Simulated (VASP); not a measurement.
Set up this calculation in VASP 6.6.1, as the native input.

```
Task                   : single point
Functional             : PBE
Potentials or basis    : VASP PAW PBE potentials, release 64 (I, Ni)
Cutoff                 : 520 eV
k mesh                 : 8 × 8 × 4
Occupations            : fermi-dirac, width 0.05 eV
Spin                   : collinear spin, ferromagnetic start
Starting moments       : [0.0, 0.0, 1.0, 1.0] μB
Dipole correction      : no
Further INCAR settings : ALGO = Normal; EDIFF = 1e-06; NBANDS = 29
```

The structure of NiI lies in POSCAR:

```
NiI
1.0
    4.0555384616      0.0000000000      0.0000000000
   -2.0277692308      3.5121993338      0.0000000000
    0.0000000000      0.0000000000      6.8724920000
I Ni
2 2
Direct
    0.6666666667      0.3333333333      0.5051870000
    0.3333333333      0.6666666667      0.0051870000
    0.6666666667      0.3333333333      0.8698150000
    0.3333333333      0.6666666667      0.3698150000
```

The input as run:

INCAR

```
  PREC = Accurate
  ENCUT = 520
  EDIFF = 1E-6
  ISMEAR = -1
  SIGMA = 0.05
  LREAL = False
  LASPH = True
  NELM = 150
  ALGO = Normal
  ISIF = 2
  LWAVE = False
  LCHARG = False
  ISPIN = 2
  MAGMOM = 0 0 1 1
  LORBIT = 11
  LMAXMIX = 4
  GGA = PE
  NBANDS = 29
```

KPOINTS

```
Automatic mesh
0
Gamma
  8 8 4
```

Potentials or basis: VASP PAW PBE potentials, release 64 (I, Ni).

The run is started by

```console
$ cat potpaw_PBE.64/I/POTCAR potpaw_PBE.64/Ni/POTCAR > POTCAR
$ mpirun -np 1 vasp_std > vasp.out
```

Results of the run:

| Property | Result |
| --- | --- |
| Pressure | 0.6 GPa |
| Largest force | 0.022 eV/Å |
| Net moment | 0.63 μB per cell |
| Site moments | I +0.04; Ni +0.26 μB |
| Valence electrons inside the program's atomic spheres | I 4.31; Ni 9.24 |

Wall time 3.7 min on 1 thread of Oxide Virtual Turin-like Processor, with other jobs on the host, peak memory 0.29 GiB.
